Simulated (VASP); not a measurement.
Runs of VASP 6.6.1 on ZrC. The structure is that of space group Pm-3m (No. 221), or close to it. The cells are those of the table. 

```csv
task,spin,cell,k mesh,cutoff (eV),gap on the mesh (eV),pressure (GPa),relaxed volume (Å³/atom)
relaxation of cell and atoms,off,"relaxed from a = 3.085 Å, 2 atoms",6 × 6 × 6,600,none,-0.1,12.49
single point,off,"a = 3.085 Å, 2 atoms",6 × 6 × 6,520,none,-22.3,-
relaxation of cell and atoms,off,"relaxed from a = 2.923 Å, 2 atoms",18 × 18 × 18,600,none,0.1,(a)
single point,off,"a = 2.923 Å, 2 atoms",6 × 6 × 6,520,none,0.0,-
single point,"collinear, ferromagnetic start","a = 2.923 Å, 2 atoms",6 × 6 × 6,520,none,0.0,-
single point,off,"a = 2.921 Å, 2 atoms",18 × 18 × 18,520,none,0.2,-
```

Alike in all rows: level PBE; potentials or basis VASP PAW PBE potentials, release 64 (Zr_sv, C); smearing gaussian 0.1 eV.

Problem. Estimate the missing entries.

Solution. (a) 12.47.

A k mesh can miss the band edges, and the runs leave out spin-orbit coupling on Zr.

A gap of «none» marks levels without a gap at the run's occupations.
